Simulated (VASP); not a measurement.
Wanted: the native input for a VASP 6.6.1 run.

```yaml
Task: single point
Functional: LDA
Potentials_or_basis: VASP PAW LDA potentials, release 64 (Tl_d, S)
Cutoff: 500 eV
k_mesh: 5 × 5 × 5
Occupations: fermi-dirac, width 0.02 eV
Spin: no spin polarisation
Dipole_correction: no
Further_INCAR_settings: ALGO = Normal; EDIFF = 1e-06; NBANDS = 27
```

The structure of TlS lies in POSCAR:

```
TlS
1.0
    2.0013340000      1.1554710000      7.3035170000
   -2.0013340000      1.1554710000      7.3035170000
    0.0000000000     -2.3109420000      7.3035170000
Tl S
2 2
Direct
    0.0000000000      0.0000000000      0.0000000000
    0.5000000000      0.5000000000      0.5000000000
    0.7351030000      0.7351030000      0.7351030000
    0.2648970000      0.2648970000      0.2648970000
```

One way to write it, as run:

INCAR

```
  PREC = Accurate
  ENCUT = 500
  EDIFF = 1E-6
  ISMEAR = -1
  SIGMA = 0.02
  LREAL = False
  LASPH = True
  NELM = 120
  ALGO = Normal
  ISIF = 2
  LWAVE = False
  LCHARG = False
  NBANDS = 27
  GGA_COMPAT = False
```

KPOINTS

```
Automatic mesh
0
Gamma
  5 5 5
```

Potentials or basis: VASP PAW LDA potentials, release 64 (Tl_d, S).

Launch:

```sh
$ cat potpaw_LDA.64/Tl_d/POTCAR potpaw_LDA.64/S/POTCAR > POTCAR
$ mpirun -np 1 vasp_std > vasp.out
```

Results of the run:

The pressure is -3.5 GPa. The largest force is 0.047 eV/Å and the band gap on the k mesh is 0.15 eV (least direct gap 0.97 eV).

Caveat: the cell stands under tension; spin-orbit coupling is left out, which moves the levels of the heavy elements; an odd mesh through Γ misses points on the zone boundary, where band edges can lie.

Run time: 2.1 min on 1 thread of Intel(R) Xeon(R) Platinum 8488C (Sapphire Rapids), on a shared host, peak memory 0.33 GiB.
